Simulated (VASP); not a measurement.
# AlCu3 (Pm-3m) in VASP: a series of runs, part 2 of 2

VASP 6.6.1. The steps go on from the part before.

### Step 3. Single point, PBEsol

POSCAR

```
AlCu3
1.0
    3.6318704122      0.0000000000      0.0000000000
    0.0000000000      3.6318704122      0.0000000000
    0.0000000000      0.0000000000      3.6318704122
Al Cu
1 3
Direct
    0.0000000000      0.0000000000      0.0000000000
    0.5000000000      0.5000000000      0.0000000000
    0.5000000000      0.0000000000      0.5000000000
    0.0000000000      0.5000000000      0.5000000000
```

INCAR.step1

```
SYSTEM = AlCu3
ALGO     = Normal         ! electronic algorithm
EDIFF    = 1E-7           ! SCF threshold, eV
ENCUT    = 520            ! plane-wave cutoff, eV
GGA      = PS             ! functional
ISIF     = 2              ! what is computed and relaxed
ISMEAR   = 0              ! smearing method
LASPH    = .TRUE.         ! aspherical terms in the spheres
LCHARG   = .TRUE.         ! write CHGCAR
LMAXMIX  = 4              ! l up to which the mixer works
LREAL    = .FALSE.        ! projectors in reciprocal space
LWAVE    = .FALSE.        ! write WAVECAR
NBANDS   = 26             ! bands
NELM     = 60             ! most SCF steps
PREC     = Accurate       ! precision mode
SIGMA    = 0.1            ! smearing width, eV
```

KPOINTS.step1

```
k-points
0
G
  12 12 12
  0 0 0
```

INCAR.step2

```
SYSTEM = AlCu3
ALGO     = Normal         ! electronic algorithm
EDIFF    = 1E-7           ! SCF threshold, eV
ENCUT    = 520            ! plane-wave cutoff, eV
GGA      = PS             ! functional
ICHARG   = 11             ! starting density
ISIF     = 2              ! what is computed and relaxed
ISMEAR   = -5             ! smearing method
LASPH    = .TRUE.         ! aspherical terms in the spheres
LCHARG   = .FALSE.        ! write CHGCAR
LMAXMIX  = 4              ! l up to which the mixer works
LORBIT   = 11             ! projections on sites
LREAL    = .FALSE.        ! projectors in reciprocal space
LWAVE    = .FALSE.        ! write WAVECAR
NEDOS    = 1001           ! points of the DOS
NELM     = 60             ! most SCF steps
PREC     = Accurate       ! precision mode
SIGMA    = 0.1            ! smearing width, eV
```

KPOINTS.step2

```
k-points
0
G
  18 18 18
  0 0 0
```

Potentials or basis: VASP PAW PBE potentials, release 64 (Al, Cu).

The run is started by

```console
> cat potpaw_PBE.64/Al/POTCAR potpaw_PBE.64/Cu/POTCAR > POTCAR
> cp INCAR.step1 INCAR
> cp KPOINTS.step1 KPOINTS
> mpirun -np 1 vasp_std > vasp.out
> cp INCAR.step2 INCAR
> cp KPOINTS.step2 KPOINTS
> mpirun -np 1 vasp_std > vasp.out
```

OUTCAR:

```text
SYSTEM = AlCu3
   EDIFF = 1E-7
   ENCUT = 520
   GGA = PS
   ICHARG = 11
   ISIF = 2
   ISMEAR = -5
   LASPH = .TRUE.
   LORBIT = 11
   LREAL = .FALSE.
   NELM = 60
   PREC = Accurate

 ion  position               nearest neighbor table
   1  0.000  0.000  0.000-   2 2.57   3 2.57   4 2.57   3 2.57   4 2.57   2 2.57   4 2.57   4 2.57
                             2 2.57   3 2.57   3 2.57   2 2.57
   2  0.500  0.500  0.000-   1 2.57   3 2.57   4 2.57   3 2.57   4 2.57   1 2.57   3 2.57   3 2.57
                             1 2.57   4 2.57   4 2.57   1 2.57
   3  0.500  0.000  0.500-   1 2.57   2 2.57   4 2.57   1 2.57   2 2.57   2 2.57   4 2.57   2 2.57
                             1 2.57   4 2.57   1 2.57   4 2.57
   4  0.000  0.500  0.500-   1 2.57   2 2.57   3 2.57   1 2.57   2 2.57   1 2.57   3 2.57   1 2.57
                             2 2.57   3 2.57   2 2.57   3 2.57

  LATTYP: Found a simple cubic cell.
 ALAT       =     3.6318704122

  Lattice vectors:

 A1 = (   3.6318704122,   0.0000000000,   0.0000000000)
 A2 = (   0.0000000000,   3.6318704122,   0.0000000000)
 A3 = (   0.0000000000,   0.0000000000,   3.6318704122)

Analysis of symmetry for initial positions (statically):
[... 191 lines left out ...]
      4       3.7659      2.00000
      5       4.0380      2.00000
      6       4.0380      2.00000
[... 589 lines left out ...]
     21      13.9564      0.00000
     22      15.0338      0.00000

 [... further k-points ...]

------------------------ aborting loop because EDIFF is reached ----------------------------------------

  FORCE on cell =-STRESS in cart. coord.  units (eV):
  Direction    XX          YY          ZZ          XY          YZ          ZX
  --------------------------------------------------------------------------------------
  -------------------------------------------------------------------------------------
  Total       -0.0736551     -0.0736551     -0.0736551     -0.0000000      0.0000000      0.0000000
  in kB       -2.4633291     -2.4633291     -2.4633291     -0.0000000      0.0000000      0.0000000
  external PRESSURE =      -2.4633291 kB  Pullay stress =       0.0000000 kB

 VOLUME and BASIS-vectors are now :
 -----------------------------------------------------------------------------
  energy-cutoff  :      520.00
  volume of cell :       47.91
      direct lattice vectors                 reciprocal lattice vectors
     3.631870412  0.000000000  0.000000000     0.275340220  0.000000000  0.000000000
     0.000000000  3.631870412  0.000000000     0.000000000  0.275340220  0.000000000
     0.000000000  0.000000000  3.631870412     0.000000000  0.000000000  0.275340220

 POSITION                                       TOTAL-FORCE (eV/Angst)
 -----------------------------------------------------------------------------------
      0.00000      0.00000      0.00000         0.000000      0.000000      0.000000
      1.81594      1.81594      0.00000         0.000000      0.000000      0.000000
      1.81594      0.00000      1.81594         0.000000      0.000000      0.000000
      0.00000      1.81594      1.81594         0.000000      0.000000      0.000000
 -----------------------------------------------------------------------------------
    total drift:                               -0.000000      0.000000      0.000000

  FREE ENERGIE OF THE ION-ELECTRON SYSTEM (eV)
  ---------------------------------------------------
  free  energy   TOTEN  =       -17.7736874998 eV

  energy  without entropy=      -17.7736874998  energy(sigma->0) =      -17.77368750

 total charge

# of ion       s       p       d       tot
------------------------------------------
    1        0.394   0.394   0.000   0.789
    2        0.464   0.456   9.156  10.076
    3        0.464   0.456   9.156  10.076
    4        0.464   0.456   9.156  10.076
--------------------------------------------------
tot          1.787   1.763  27.467  31.017
```

OUTCAR.step1:

```text
SYSTEM = AlCu3
   EDIFF = 1E-7
   ENCUT = 520
   GGA = PS
   ISIF = 2
[... 930 lines left out ...]
      0.00000      0.00000      0.00000         0.000000      0.000000      0.000000
      1.81594      1.81594      0.00000         0.000000      0.000000      0.000000
      1.81594      0.00000      1.81594         0.000000      0.000000      0.000000
      0.00000      1.81594      1.81594         0.000000      0.000000      0.000000
 -----------------------------------------------------------------------------------
    total drift:                                0.000000      0.000000      0.000000

  FREE ENERGIE OF THE ION-ELECTRON SYSTEM (eV)
  ---------------------------------------------------
  free  energy   TOTEN  =       -17.7798503525 eV

  energy  without entropy=      -17.7749298372  energy(sigma->0) =      -17.77739009
```

OSZICAR.step1:

```text
N       E                     dE             d eps       ncg     rms          rms(c)
DAV:   1     0.248582534756E+03    0.24858E+03   -0.15587E+04  4536   0.216E+03
DAV:   2    -0.393818656413E+01   -0.25252E+03   -0.24166E+03  4374   0.352E+02
DAV:   3    -0.221959077288E+02   -0.18258E+02   -0.17440E+02  4954   0.134E+02
DAV:   4    -0.226018699828E+02   -0.40596E+00   -0.40472E+00  6558   0.230E+01
DAV:   5    -0.226080542017E+02   -0.61842E-02   -0.61836E-02  6756   0.227E+00    0.183E+01
DAV:   6    -0.213618137377E+02    0.12462E+01   -0.47752E+01  5100   0.171E+02    0.121E+01
DAV:   7    -0.178296962359E+02    0.35321E+01   -0.11834E+01  5280   0.797E+01    0.927E-01
DAV:   8    -0.178117179054E+02    0.17978E-01   -0.50521E-01  6404   0.111E+01    0.134E+00
DAV:   9    -0.177797724891E+02    0.31945E-01   -0.64712E-02  5538   0.583E+00    0.633E-02
DAV:  10    -0.177799429822E+02   -0.17049E-03   -0.31366E-03  6062   0.885E-01    0.802E-02
DAV:  11    -0.177798540843E+02    0.88898E-04   -0.48628E-04  5790   0.484E-01    0.217E-02
DAV:  12    -0.177798510418E+02    0.30424E-05   -0.50013E-05  6120   0.136E-01    0.686E-03
DAV:  13    -0.177798506072E+02    0.43463E-06   -0.27082E-06  6700   0.277E-02    0.133E-03
DAV:  14    -0.177798503305E+02    0.27667E-06   -0.13098E-07  3190   0.660E-03    0.106E-03
DAV:  15    -0.177798503525E+02   -0.21950E-07   -0.64532E-08  2666   0.581E-03
   1 F= -.17779850E+02 E0= -.17777390E+02  d E =-.492052E-02
```

Run time: 4.9 min. Hardware: 1 thread of Intel Xeon 8259CL, shared host; peak memory 0.31 GiB.

Results:

| Property | Result |
| --- | --- |
| Valence electrons inside the program's atomic spheres | Al 0.79; Cu 10.08 |

Caveat: the PAW data sets were made with another functional, which shifts forces and pressure a little; tetrahedron occupations give inexact forces and stress in metals.
